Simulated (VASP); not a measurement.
# Co in VASP: notebook, part 2 of 2

VASP 6.6.1.

## (6) Single point, PBEsol, collinear spin, ferromagnetic start

This run uses another cell than the first one, of 9.66 Å³/atom, 0.887 times its volume.

Input file INCAR:

```
PREC = Accurate ; ENCUT = 520
EDIFF = 1E-7 ; ISMEAR = -1
SIGMA = 0.05 ; LREAL = False
LASPH = True ; NELM = 150
ALGO = Normal ; ISIF = 2
LWAVE = False ; LCHARG = True
ISPIN = 2 ; MAGMOM = 2 2
LORBIT = 11 ; LMAXMIX = 4
GGA = PS ; LELF = True
LVHAR = True ; NBANDS = 20
```

Input file KPOINTS:

```
regular mesh
0
Gamma
  12 12 7
```

Input file POSCAR:

```
Co
1.0
    2.3992069061      0.0000000000      0.0000000000
   -1.1996034531      2.0777741296      0.0000000000
    0.0000000000      0.0000000000      3.8750084036
Co
2
Direct
    0.3333333333      0.6666666667      0.7500011006
    0.6666666667      0.3333333333      0.2499988994
```

Potentials or basis: VASP PAW PBE potentials, release 64 (Co).

Run with:

```bash
$ cat potpaw_PBE.64/Co/POTCAR > POTCAR
$ mpirun -np 1 vasp_std > vasp.out
```

OUTCAR:

```text
PREC = Accurate
   ENCUT = 520
   EDIFF = 1E-7
   ISMEAR = -1
   LREAL = False
   LASPH = True
   NELM = 150
   ISIF = 2
   ISPIN = 2
   LORBIT = 11
   GGA = PS

 ion  position               nearest neighbor table
   1  0.333  0.667  0.750-   2 2.38   2 2.38   2 2.38   2 2.38   2 2.38   2 2.38
   2  0.667  0.333  0.250-   1 2.38   1 2.38   1 2.38   1 2.38   1 2.38   1 2.38

  LATTYP: Found a hexagonal cell.
 ALAT       =     2.3992069061
 C/A-ratio  =     1.6151205608

  Lattice vectors:

 A1 = (   2.3992069061,   0.0000000000,   0.0000000000)
 A2 = (  -1.1996034531,   2.0777741296,   0.0000000000)
 A3 = (   0.0000000000,   0.0000000000,   3.8750084036)

Analysis of symmetry for initial positions (statically):
=====================================================================
 Subroutine PRICEL returns:
 Original cell was already a primitive cell.

 Routine SETGRP: Setting up the symmetry group for a
 hexagonal supercell.

 Subroutine GETGRP returns: Found 24 space group operations
 (whereof 12 operations were pure point group operations)
[... 743 lines left out ...]

 spin component 2

 k-point     1 :       0.0000    0.0000    0.0000
  band No.  band energies     occupation
      1       2.2216      1.00000
      2       6.9881      1.00000
      3      10.5753      1.00000
      4      10.5796      1.00000
      5      10.5796      1.00000
      6      11.0176      1.00000
[... 541 lines left out ...]
     19      37.4970      0.00000
     20      38.9738      0.00000

 [... further k-points ...]
[... 5 lines left out ...]
  --------------------------------------------------------------------------------------
  -------------------------------------------------------------------------------------
  Total        2.2734909      2.2734909      2.2678624     -0.0000000     -0.0000000      0.0000000
  in kB      188.5667472    188.5667472    188.0999174     -0.0000000     -0.0000000      0.0000000
  external PRESSURE =     188.4111372 kB  Pullay stress =       0.0000000 kB

 VOLUME and BASIS-vectors are now :
 -----------------------------------------------------------------------------
  energy-cutoff  :      520.00
  volume of cell :       19.32
      direct lattice vectors                 reciprocal lattice vectors
     2.399206906  0.000000000  0.000000000     0.416804402  0.240642134  0.000000000
    -1.199603453  2.077774130  0.000000000     0.000000000  0.481284268  0.000000000
     0.000000000  0.000000000  3.875008404     0.000000000  0.000000000  0.258063956

 POSITION                                       TOTAL-FORCE (eV/Angst)
 -----------------------------------------------------------------------------------
     -0.00000      1.38518      2.90626        -0.000000      0.000000      0.000000
      1.19960      0.69259      0.96875         0.000000      0.000000     -0.000000
 -----------------------------------------------------------------------------------
    total drift:                                0.000100     -0.000058      0.000142

  FREE ENERGIE OF THE ION-ELECTRON SYSTEM (eV)
  ---------------------------------------------------
  free  energy   TOTEN  =       -15.4036479560 eV

  energy  without entropy=      -15.3918863309  energy(sigma->0) =      -15.39776714

 total charge

# of ion       s       p       d       tot
------------------------------------------
    1        0.540   0.635   7.351   8.526
    2        0.540   0.635   7.351   8.526
--------------------------------------------------
tot          1.081   1.270  14.702  17.052

 magnetization (x)

# of ion       s       p       d       tot
------------------------------------------
    1       -0.016  -0.051   1.553   1.486
    2       -0.016  -0.051   1.553   1.486
--------------------------------------------------
tot         -0.032  -0.101   3.105   2.972
```

OSZICAR:

```text
N       E                     dE             d eps       ncg     rms          rms(c)
DAV:   1     0.819803620059E+02    0.81980E+02   -0.82024E+03  6568   0.127E+03
DAV:   2    -0.132639490776E+02   -0.95244E+02   -0.85310E+02  6152   0.219E+02
DAV:   3    -0.176936954673E+02   -0.44297E+01   -0.42445E+01  6864   0.565E+01
DAV:   4    -0.177608153655E+02   -0.67120E-01   -0.67066E-01  7424   0.610E+00
DAV:   5    -0.177628949356E+02   -0.20796E-02   -0.20795E-02  7116   0.106E+00    0.181E+01
DAV:   6    -0.157283392464E+02    0.20346E+01   -0.67584E+00  6980   0.559E+01    0.609E+00
DAV:   7    -0.154531928036E+02    0.27515E+00   -0.88994E-01  7468   0.182E+01    0.412E+00
DAV:   8    -0.154207125988E+02    0.32480E-01   -0.13606E-02  9080   0.127E+00    0.199E+00
DAV:   9    -0.154042789903E+02    0.16434E-01   -0.18010E-03 10332   0.823E-01    0.474E-01
DAV:  10    -0.154036305685E+02    0.64842E-03   -0.66926E-04  8236   0.335E-01    0.649E-02
DAV:  11    -0.154036487421E+02   -0.18174E-04   -0.28842E-05  7820   0.633E-02    0.292E-02
DAV:  12    -0.154036467034E+02    0.20387E-05   -0.27106E-06  8312   0.155E-02    0.129E-02
DAV:  13    -0.154036485163E+02   -0.18129E-05   -0.16014E-06  8444   0.136E-02    0.412E-03
DAV:  14    -0.154036480145E+02    0.50187E-06   -0.58624E-08  5144   0.271E-03    0.821E-04
DAV:  15    -0.154036478996E+02    0.11483E-06   -0.13614E-08  3180   0.117E-03    0.956E-04
DAV:  16    -0.154036479560E+02   -0.56378E-07   -0.15570E-09  3124   0.496E-04
   1 F= -.15403648E+02 E0= -.15397767E+02  d E =-.117616E-01  mag=     2.9836
```

Run time: 1.9 min. Hardware: 1 thread of AMD EPYC 7R43 (Zen 3), shared host; peak memory 0.12 GiB.

Results:

| Property | Result |
| --- | --- |
| Free energy | -15.4036 eV |
| Pressure | 18.8 GPa |
| Net moment | 2.98 μB per cell |
| Site moments | Co +1.49 μB |
| Valence electrons inside the program's atomic spheres | Co 8.53 |

Caveat: the PAW data sets were made with another functional, which shifts forces and pressure a little.

## (7) The runs side by side

| cell | gap on the mesh (eV) | pressure (GPa) | moment (μB) |
| --- | --- | --- | --- |
| a = 2.487, b = 2.487, c = 4.063 Å, angles 90.0, 90.0, 120.0°, 2 atoms | none | -9.3 | 3.25 |
| a = 2.425, b = 2.425, c = 3.915 Å, angles 90.0, 90.0, 120.0°, 2 atoms | none | 9.0 | 3.02 |
| a = 2.457, b = 2.457, c = 3.964 Å, angles 90.0, 90.0, 120.0°, 2 atoms | none | -0.9 | 3.11 |
| a = 2.377, b = 2.377, c = 3.841 Å, angles 90.0, 90.0, 120.0°, 2 atoms | none | 28.7 | 2.97 |
| a = 2.399, b = 2.399, c = 3.875 Å, angles 90.0, 90.0, 120.0°, 2 atoms | none | 18.8 | 2.98 |

Alike in all rows: task single point; level PBEsol; potentials or basis VASP PAW PBE potentials, release 64 (Co); spin collinear, ferromagnetic start; k mesh 12 × 12 × 7; cutoff (eV) 520; smearing fermi-dirac 0.05 eV.

Caveats: the PAW data sets were made with another functional, which shifts forces and pressure a little.

Absolute energies hang on the potentials; compare differences alone.
